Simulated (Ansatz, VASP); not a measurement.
RbHg: VASP beside Ansatz

The input INCAR:

```
PREC = Accurate
ENCUT = 520
EDIFF = 1E-6
ISMEAR = 0
SIGMA = 0.1
LREAL = False
LASPH = True
NELM = 100
ALGO = Normal
ISIF = 2
LWAVE = False
LCHARG = False
GGA = PE
NBANDS = 29
```

File KPOINTS:

```
Automatic mesh
0
Gamma
  4 4 4
```

File POSCAR:

```
RbHg
1.0
    0.0000000000      4.1005243300      4.1005243300
    4.1005243300      0.0000000000      4.1005243300
    4.1005243300      4.1005243300      0.0000000000
Rb Hg
2 2
Direct
    0.5000000000      0.5000000000      0.5000000000
    0.7500000000      0.7500000000      0.7500000000
    0.0000000000      0.0000000000      0.0000000000
    0.2500000000      0.2500000000      0.2500000000
```

Input for Ansatz:

```yaml
crystal:
  lattice:
    - [0.0, 4.10052433, 4.10052433]
    - [4.10052433, 0.0, 4.10052433]
    - [4.10052433, 4.10052433, 0.0]
  atoms:
    - { symbol: Rb, position: [0.5, 0.5, 0.5] }
    - { symbol: Rb, position: [0.75, 0.75, 0.75] }
    - { symbol: Hg, position: [0.0, 0.0, 0.0] }
    - { symbol: Hg, position: [0.25, 0.25, 0.25] }
basis:
  ecutwfc: 420
kpoints:
  mp_grid: { grid: [4, 4, 4] }
hamiltonian:
  xc: pbe
scf:
  occupations: { method: gaussian, width: 0.1 }
  lower_state_search: "off"
output:
  forces: true
  stress: true
  eigenvalues: true
```

Change from the starting cell: species swapped into the NaTl type (Fd-3m, No. 227).

Alike in both runs: task single point; functional PBE; k mesh 4 × 4 × 4; occupations gaussian, width 0.1 eV; no spin polarisation.

```csv
,VASP,Ansatz
version,VASP 6.6.1,Ansatz 0.2.0
potentials or method,"VASP PAW PBE potentials, release 64 (Rb_sv, Hg), cutoff 520 eV","scalar-relativistic, plane waves, PAW"
valence electrons in the cell,42,58
```

```tsv
	VASP	Ansatz	Ansatz less VASP
gap on the k mesh at the Fermi level (eV)	none	none	-
pressure (GPa)	1.8	1.8	+0.01
```

A gap of «none» marks a metal or a gap that the smearing closes. The functional is the same, so the differences come from potentials, cutoffs and numerics. VASP's potentials hold 42 valence electrons a cell and Ansatz's 58, so a difference there can come from the potentials and not from the codes.

Spin-orbit coupling is off throughout.
